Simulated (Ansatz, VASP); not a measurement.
## LiTlPd2 in VASP and in Ansatz

```
Li Tl Pd
1.0
    -2.07633    2.07633    3.75774
     2.07633   -2.07633    3.75774
     2.07633    2.07633   -3.75774
Li Tl Pd
1 1 2
Direct
  0.50000 0.50000 0.00000
  0.00000 0.00000 0.00000
  0.75000 0.25000 0.50000
  0.25000 0.75000 0.50000
```

Alike in both runs: task electric field gradients; functional r2SCAN; k mesh 12 × 12 × 12; occupations fermi-dirac, width 0.05 eV; no spin polarisation.

|  | VASP | Ansatz |
| --- | --- | --- |
| version | VASP 6.6.1 | Ansatz 0.2.0 |
| potentials or method | VASP PAW PBE potentials, release 64 (Li_sv, Tl_d, Pd), cutoff 520 eV | all-electron PAW with datasets made for the crystal, scalar-relativistic |

VASP gave:

- size of Vzz on the site where it differs most (V/Å²): 140.0

**Question.** Which values does Ansatz return?

**Answer.** Size of Vzz on the site where it differs most (V/Å²): 163.3.

VASP's potentials were made for PBE, not for r2SCAN. Ansatz ran all-electron here, and VASP with PAW potentials.

Spin-orbit coupling is off throughout. Noted on VASP's run: the cutoff is short for stress, so the pressure is rough.
